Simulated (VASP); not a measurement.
# Al (P-1) in VASP: single point with PBEsol

Aim: the single point of Al with PBEsol.

Everything below comes from runs of VASP 6.6.1. Logs are shortened: lines on timing, memory, paths and dates and some standing lists are left out, and cuts for length are marked.

### 1 The cell of the first run

The typed cell holds 6 atoms: a = 2.862 Å, b = 2.862 Å, c = 14.320 Å, α = 79.44°, β = 80.41°, γ = 60.00°.

### 2 Single point, PBEsol (the part above a cut slid along it)

INCAR

```
  PREC = Accurate
  ENCUT = 520
  EDIFF = 1E-6
  ISMEAR = 0
  SIGMA = 0.15
  LREAL = F
  LASPH = T
  NELM = 60
  ALGO = Fast
  ISIF = 2
  LWAVE = F
  LCHARG = F
  GGA = PS
  NBANDS = 18
```

KPOINTS

```
regular mesh
0
Gamma
  19 19 4
```

POSCAR

```
Al
1.0
    2.0239800000     -2.0239800000      0.0000000000
    2.0239800000      0.0000000000     -2.0239800000
   10.4572300000      7.0839300000      6.7466000000
Al
6
Direct
    0.6250083333      0.6111222222      0.0833166667
   -0.4583250000     -0.6111000000      0.9166500000
    0.2083416667      0.1666777778      0.2499833333
    0.3750083333      0.2777888889      0.5833166667
   -0.2083250000     -0.2777666667      0.4166500000
   -0.0416583333     -0.1666555556      0.7499833333
```

Potentials or basis: VASP PAW PBE potentials, release 64 (Al).

The run is started by

```
> cat potpaw_PBE.64/Al/POTCAR > POTCAR
> mpirun -np 1 vasp_std > vasp.out
```

OUTCAR:

```text
PREC = Accurate
   ENCUT = 520
   EDIFF = 1E-6
   ISMEAR = 0
   LREAL = F
   LASPH = T
   NELM = 60
   ISIF = 2
   GGA = PS

 ion  position               nearest neighbor table
   1  0.625  0.611  0.083-   2 2.66   3 2.86   3 2.86   3 2.86   2 2.90   2 3.13
   2  0.542  0.389  0.917-   1 2.66   6 2.86   6 2.86   6 2.86   1 2.90   1 3.13
   3  0.208  0.167  0.250-   1 2.86   1 2.86   1 2.86   5 2.86   5 2.86   5 2.86
   4  0.375  0.278  0.583-   6 2.86   6 2.86   6 2.86   5 2.86   5 2.86   5 2.86
   5  0.792  0.722  0.417-   4 2.86   3 2.86   3 2.86   4 2.86   3 2.86   4 2.86
   6  0.958  0.833  0.750-   4 2.86   4 2.86   4 2.86   2 2.86   2 2.86   2 2.86

  LATTYP: Found a triclinic cell.
 ALAT       =     4.9577182496
 B/A-ratio  =     0.5773502692
 C/A-ratio  =     3.1637413389
 COS(alpha) =     0.0152074766
 COS(beta)  =     0.2370610994
 COS(gamma) =     0.8660254038

  Lattice vectors:

 A1 = (   2.0239800000,  -4.0479600000,   2.0239800000)
 A2 = (   0.0000000000,  -2.0239800000,   2.0239800000)
 A3 = (  -2.3613100000, -11.1318900000, -10.7945600000)

Analysis of symmetry for initial positions (statically):
=====================================================================
 Subroutine PRICEL returns:
 Original cell was already a primitive cell.

 Routine SETGRP: Setting up the symmetry group for a
 triclinic supercell.

 Subroutine GETGRP returns: Found  2 space group operations
 (whereof  1 operations were pure point group operations)
 out of a pool of  2 trial point group operations.

The static configuration has the point symmetry C_1 .
 The point group associated with its full space group is S_2 .

Analysis of symmetry for dynamics (positions and initial velocities):
=====================================================================
 Subroutine PRICEL returns:
 Original cell was already a primitive cell.

 Routine SETGRP: Setting up the symmetry group for a
 triclinic supercell.

 Subroutine GETGRP returns: Found  2 space group operations
 (whereof  1 operations were pure point group operations)
 out of a pool of  2 trial point group operations.

The dynamic configuration has the point symmetry C_1 .
 The point group associated with its full space group is S_2 .

 Subroutine INISYM returns: Found  2 space group operations
 (whereof  1 operations are pure point group operations),
 and found     1 'primitive' translations

----------------------------------------------------------------------------------------

                                     Primitive cell

  volume of cell :      99.4947

  direct lattice vectors                    reciprocal lattice vectors
     2.023980000 -2.023980000  0.000000000     0.144105508 -0.349970520  0.144105508
     2.023980000  0.000000000 -2.023980000     0.137243341  0.137243341 -0.356832687
    10.457230000  7.083930000  6.746600000     0.041173002  0.041173002  0.041173002

  length of vectors
     2.862339966  2.862339966 14.319648567     0.404984148  0.406203196  0.071313732

  position of ions in fractional coordinates (direct lattice)
     0.625008333  0.611122222  0.083316667
     0.541675000  0.388900000  0.916650000
     0.208341667  0.166677778  0.249983333
     0.375008333  0.277788889  0.583316667
     0.791675000  0.722233333  0.416650000
     0.958341667  0.833344444  0.749983333

  ion indices of the primitive-cell ions
   primitive index   ion index
                 1           1
                 2           2
                 3           3
                 4           4
                 5           5
                 6           6

----------------------------------------------------------------------------------------

 KPOINTS: regular mesh

Automatic generation of k-mesh.
 Grid dimensions read from file:
 generate k-points for:   19   19    4

 Generating k-lattice:

  Cartesian coordinates                     Fractional coordinates (reciprocal lattice)
     0.007584500 -0.018419501  0.007584500     0.052631579  0.000000000  0.000000000
     0.007223334  0.007223334 -0.018780668     0.000000000  0.052631579 -0.000000000
     0.010293251  0.010293251  0.010293251     0.000000000  0.000000000  0.250000000

  Length of vectors
     0.021314955  0.021379116  0.017828433

  Shift w.r.t. Gamma in fractional coordinates (k-lattice)
     0.000000000  0.000000000  0.000000000

 Subroutine IBZKPT returns following result:
 ===========================================

 Found    723 irreducible k-points:

 Following reciprocal coordinates:
            Coordinates               Weight
  0.000000  0.000000  0.000000      1.000000
  0.052632  0.000000  0.000000      2.000000
  0.105263  0.000000  0.000000      2.000000
  0.157895  0.000000  0.000000      2.000000
  0.210526  0.000000  0.000000      2.000000
  0.263158  0.000000  0.000000      2.000000
[... 16 lines left out ...]
 -0.368421  0.052632 -0.000000      2.000000
 -0.315789  0.052632 -0.000000      2.000000
 [... further k-points ...]
   k-points           NKPTS =    723   k-points in BZ     NKDIM =    723   number of bands    NBANDS=     18
   number of dos      NEDOS =    301   number of ions     NIONS =      6
   total plane-waves  NPLWV =  62208
   dimension x,y,z NGX =    24 NGY =   24 NGZ =  108
   dimension x,y,z NGXF=    48 NGYF=   48 NGZF=  216
   ions per type =               6
   NGX,Y,Z   is equivalent  to a cutoff of  13.94, 13.94, 12.54 a.u.
   NGXF,Y,Z  is equivalent  to a cutoff of  27.88, 27.88, 25.08 a.u.
 SYSTEM =  unknown system
   PREC   = accura    normal or accurate (medium, high low for compatibility)
   ISTART =      0    job   : 0-new  1-cont  2-samecut
   ICHARG =      2    charge: 1-file 2-atom 10-const
   ISPIN  =      1    spin polarized calculation?
   LNONCOLLINEAR =      F non collinear calculations
   LSORBIT =      F    spin-orbit coupling
   LASPH  =      T    aspherical Exc in radial PAW
   ENCUT  =  520.0 eV  38.22 Ry    6.18 a.u.   5.32  5.32 26.63*2*pi/ulx,y,z
   NELM   =     60;   NELMIN=  2; NELMDL= -5     # of ELM steps
   EDIFF  = 0.1E-05   stopping-criterion for ELM
   LREAL  =      F    real-space projection
   EDIFFG = 0.1E-04   stopping-criterion for IOM
   NSW    =      0    number of steps for IOM
   IBRION =     -1    ionic relax: 0-MD 1-quasi-New 2-CG
   NFREE  =      0    steps in history (QN), initial steepest desc. (CG)
   ISIF   =      2    stress and relaxation
   ISYM   =      2    0-nonsym 1-usesym 2-fastsym
   POTIM  = 0.5000    time-step for ionic-motion
   TEBEG  =    0.0;   TEEND  =   0.0 temperature during run
   PSTRESS=    0.0 pullay stress
   NELECT =      18.0000    total number of electrons
   NUPDOWN=      -1.0000    fix difference up-down
   EMIN   =  10.00;   EMAX   =-10.00  energy-range for DOS
   EFERMI =   0.00;   METHOD = LEGACY
   ISMEAR =     0;   SIGMA  =   0.15  broadening in eV -4-tet -1-fermi 0-gaus
   EFERMI_NEDOS =   21; number of points for ismear=-14 and -15
   IALGO  =     68    algorithm
   IMIX   =      4    mixing-type and parameters
     AMIX     =   0.40;   BMIX     =  1.00
     AMIX_MAG =   1.60;   BMIX_MAG =  1.00
  volume/ion in A,a.u.               =      16.58       111.90
  Fermi-wavevector in a.u.,A,eV,Ry     =   0.925903  1.749704 11.664236  0.857297
  Thomas-Fermi vector in A             =   2.051808
   LORBIT       =      0    0 simple, 1 ext, 2 COOP (PROOUT), +10 PAW based schemes
   GGA     = PS    functional components
   LHFCALC =     F    Hartree Fock is set to
   AEXX    =    0.0000 exact exchange contribution
   IVDW    =     0    specifies the selected vdW correction
   LEPSILON=     F    determine dielectric tensor
   LRPA    =     F    only Hartree local field effects (RPA)
 non-spin polarized calculation
 RMM-DIIS sequential band-by-band and
 Gauss-broadening in eV      SIGMA  =   0.15
  energy-cutoff  :      520.00
  volume of cell :       99.49
 maximum number of plane-waves:      2710
 NGX is ok and might be reduce to    24
   NGX = 11   NGY = 11   NGZ = 53

 number of electron      18.0000000 magnetization

 Free energy of the ion-electron system (eV)
  ---------------------------------------------------
  ext. energy  EPLUGINS =         0.00000000
  ---------------------------------------------------
  free energy    TOTEN  =       -24.45386919 eV

  energy without entropy =      -24.42410269  energy(sigma->0) =      -24.43898594

 E-fermi :   7.8883     XC(G=0): -10.2381

 val. band max:        7.8879986336   @ k =   0.2632   0.4737   0.2500
 cond. band min:       7.8884822746   @ k =   0.2632   0.4737   0.5000
 fundamental gap:      0.0004836411
 Fermi energy:         7.8883199576

 k-point     1 :       0.0000    0.0000    0.0000
  band No.  band energies     occupation
      1      -3.1992      2.00000
      2      -2.4499      2.00000
      3      -2.4465      2.00000
      4      -0.2199      2.00000
      5      -0.2197      2.00000
      6       3.3197      2.00000
[... 10 lines left out ...]
     17      18.8937      0.00000
     18      18.9443      0.00000

 k-point     2 :       0.0526    0.0000    0.0000
  band No.  band energies     occupation
      1      -3.1320      2.00000
      2      -2.4208      2.00000
      3      -2.3419      2.00000
      4      -0.2317      2.00000
      5      -0.0764      2.00000
      6       3.3323      2.00000
[... 10 lines left out ...]
     17      18.4413      0.00000
     18      18.5187      0.00000

 k-point     3 :       0.1053    0.0000    0.0000
  band No.  band energies     occupation
      1      -2.9305      2.00000
      2      -2.2597      2.00000
      3      -2.1022      2.00000
      4      -0.1120      2.00000
      5       0.1982      2.00000
      6       3.4264      2.00000
[... 10 lines left out ...]
     17      17.0909      0.00000
     18      17.5478      0.00000

 k-point     4 :       0.1579    0.0000    0.0000
  band No.  band energies     occupation
      1      -2.5954      2.00000
      2      -1.9655      2.00000
      3      -1.7298      2.00000
      4       0.1390      2.00000
      5       0.6030      2.00000
      6       3.6378      2.00000
[... 10 lines left out ...]
     17      16.3258      0.00000
     18      16.7146      0.00000

 k-point     5 :       0.2105    0.0000    0.0000
  band No.  band energies     occupation
      1      -2.1277      2.00000
      2      -1.5390      2.00000
      3      -1.2258      2.00000
      4       0.5204      2.00000
      5       1.1367      2.00000
      6       3.9728      2.00000
[... 10 lines left out ...]
     17      15.5647      0.00000
     18      15.6558      0.00000

 k-point     6 :       0.2632    0.0000    0.0000
  band No.  band energies     occupation
      1      -1.5285      2.00000
      2      -0.9814      2.00000
      3      -0.5916      2.00000
      4       1.0311      2.00000
      5       1.7970      2.00000
      6       4.4315      2.00000
[... 307 lines left out ...]
 k-point    21 :      -0.4737    0.0526    0.0000
  band No.  band energies     occupation
      1       2.7461      2.00000
      2       2.8174      2.00000
      3       3.0934      2.00000
      4       3.1989      2.00000
      5       3.7412      2.00000
      6       3.9302      2.00000
[... 10 lines left out ...]
     17      12.9466      0.00000
     18      13.2535      0.00000

 k-point    22 :      -0.4211    0.0526   -0.0000
  band No.  band energies     occupation
      1       1.6086      2.00000
      2       2.0790      2.00000
      3       2.5805      2.00000
      4       3.9247      2.00000
      5       4.0776      2.00000
      6       4.4134      2.00000
[... 10 lines left out ...]
     17      12.9689      0.00000
     18      13.3306      0.00000

 k-point    23 :      -0.3684    0.0526   -0.0000
  band No.  band energies     occupation
      1       0.5683      2.00000
      2       1.0814      2.00000
      3       1.5145      2.00000
      4       3.0332      2.00000
      5       3.8624      2.00000
      6       5.4284      2.00000
[... 10 lines left out ...]
     17      13.1165      0.00000
     18      13.2569      0.00000

 k-point    24 :      -0.3158    0.0526   -0.0000
  band No.  band energies     occupation
      1      -0.3488      2.00000
      2       0.2065      2.00000
      3       0.5668      2.00000
      4       2.2132      2.00000
      5       2.9152      2.00000
      6       5.5701      2.00000
[... 10 lines left out ...]
     17      13.3465      0.00000
     18      13.8586      0.00000

 [... further k-points ...]

------------------------ aborting loop because EDIFF is reached ----------------------------------------

  FORCE on cell =-STRESS in cart. coord.  units (eV):
  Direction    XX          YY          ZZ          XY          YZ          ZX
  --------------------------------------------------------------------------------------
  -------------------------------------------------------------------------------------
  Total       -0.5308696     -0.9037844     -1.1055501      0.2466199     -0.1002482      0.1066677
  in kB       -8.5486703    -14.5537706    -17.8028327      3.9713558     -1.6143115      1.7176861
  external PRESSURE =     -13.6350912 kB  Pullay stress =       0.0000000 kB

 VOLUME and BASIS-vectors are now :
 -----------------------------------------------------------------------------
  energy-cutoff  :      520.00
  volume of cell :       99.49
      direct lattice vectors                 reciprocal lattice vectors
     2.023980000 -2.023980000  0.000000000     0.144105508 -0.349970520  0.144105508
     2.023980000  0.000000000 -2.023980000     0.137243341  0.137243341 -0.356832687
    10.457230000  7.083930000  6.746600000     0.041173002  0.041173002  0.041173002

 POSITION                                       TOTAL-FORCE (eV/Angst)
 -----------------------------------------------------------------------------------
      3.37317     -0.67479     -0.67479         0.311055      0.063053      0.039507
     11.46909      5.39715      5.39715        -0.311055     -0.063053     -0.039507
      3.37317      1.34919      1.34919        -0.003876      0.044002      0.018952
      7.42113      3.37317      3.37317         0.011199      0.014567      0.006200
      7.42113      1.34919      1.34919        -0.011199     -0.014567     -0.006200
     11.46909      3.37317      3.37317         0.003876     -0.044002     -0.018952
 -----------------------------------------------------------------------------------
    total drift:                                0.000000      0.000000      0.000000

  FREE ENERGIE OF THE ION-ELECTRON SYSTEM (eV)
  ---------------------------------------------------
  free  energy   TOTEN  =       -24.4538691870 eV

  energy  without entropy=      -24.4241026889  energy(sigma->0) =      -24.43898594
```

It took 11 min on 1 thread of AMD EPYC 9R45 (Zen 5), shared host; peak memory 0.9 GiB.

What came out:

- Free energy: -24.4539 eV
- Pressure: -1.4 GPa
- Largest force: 0.320 eV/Å
- Band gap on the k mesh: zero (bands 9 and 10 overlap by 5.77 eV)

Forces in eV/Å, atoms in the order of the input:
```
Al   0.311  0.063  0.040
Al  -0.311 -0.063 -0.040
Al  -0.004  0.044  0.019
Al   0.011  0.015  0.006
Al  -0.011 -0.015 -0.006
Al   0.004 -0.044 -0.019
```

Stress tensor (GPa, compression positive):
```
-0.85  0.40  0.17
 0.40 -1.46 -0.16
 0.17 -0.16 -1.78
```

Levels at points of the mesh, in eV from the Fermi level:
| k point | band 7 | band 8 | band 9 | band 10 | band 11 | band 12 |
| --- | --- | --- | --- | --- | --- | --- |
| (0.00, 0.00, 0.00) | -4.36 | 0.49 | 0.50 | 6.58 | 6.63 | 10.68 |
| (0.00, 0.00, 0.50) | -2.14 | -2.14 | 3.41 | 3.43 | 9.78 | 9.97 |

Caveat: the cell differs from its parent crystal (the part above a cut slid along it); the PAW data sets were made with another functional, which shifts forces and pressure a little.
